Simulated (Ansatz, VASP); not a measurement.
## Al2Cu: VASP beside Ansatz

The input INCAR:

```
PREC = Accurate ; ENCUT = 520
EDIFF = 1E-6 ; ISMEAR = 0
SIGMA = 0.1 ; LREAL = F
LASPH = T ; NELM = 100
ALGO = Fast ; ISIF = 2
LWAVE = F ; LCHARG = F
GGA = PE ; NBANDS = 16
```

Contents of KPOINTS:

```
Automatic mesh
0
Gamma
  4 4 6
```

The input POSCAR:

```
Al2Cu
1.0
    4.1051821700      0.0000000000      0.0000000000
    0.0000000000      4.1051821700      0.0000000000
    0.0000000000      0.0000000000      2.8913130800
Al Cu
2 1
Direct
    0.5000000000      0.0000000000      0.5000000000
    0.0000000000      0.5000000000      0.5000000000
    0.0000000000      0.0000000000      0.0000000000
```

Input for Ansatz:

```yaml
crystal:
  lattice:
    - [4.10518217, 0.0, 0.0]
    - [0.0, 4.10518217, 0.0]
    - [0.0, 0.0, 2.89131308]
  atoms:
    - { symbol: Al, position: [0.5, 0.0, 0.5] }
    - { symbol: Al, position: [0.0, 0.5, 0.5] }
    - { symbol: Cu, position: [0.0, 0.0, 0.0] }
basis:
  ecutwfc: 420
kpoints:
  mp_grid: { grid: [4, 4, 6] }
hamiltonian:
  xc: pbe
scf:
  occupations: { method: gaussian, width: 0.1 }
  lower_state_search: "off"
output:
  forces: true
  stress: true
  eigenvalues: true
```

Alike in both runs: task single point; functional PBE; k mesh 4 × 4 × 6; occupations gaussian, width 0.1 eV; no spin polarisation.

|  | VASP | Ansatz |
| --- | --- | --- |
| version | VASP 6.6.1 | Ansatz 0.2.0 |
| potentials or method | VASP PAW PBE potentials, release 64 (Al, Cu), cutoff 520 eV | scalar-relativistic, plane waves, PAW |
| valence electrons in the cell | 17 | 25 |

VASP gave:

| Quantity | Value |
| --- | --- |
| gap on the k mesh at the Fermi level (eV) | none |
| pressure (GPa) | 0.5 |
| traceless stress, the component that is largest in VASP (GPa) | 2.23 |

Task: What did Ansatz give for the same quantities?

Result: gap on the k mesh at the Fermi level (eV): none; pressure (GPa): 0.5; traceless stress, the component that is largest in VASP (GPa): 2.21.

A gap of «none» marks a metal or a gap that the smearing closes. VASP's potentials hold 17 valence electrons a cell and Ansatz's 25, so a difference there can come from the potentials and not from the codes.

The k mesh is coarse, so the values compare programs but aren't converged.
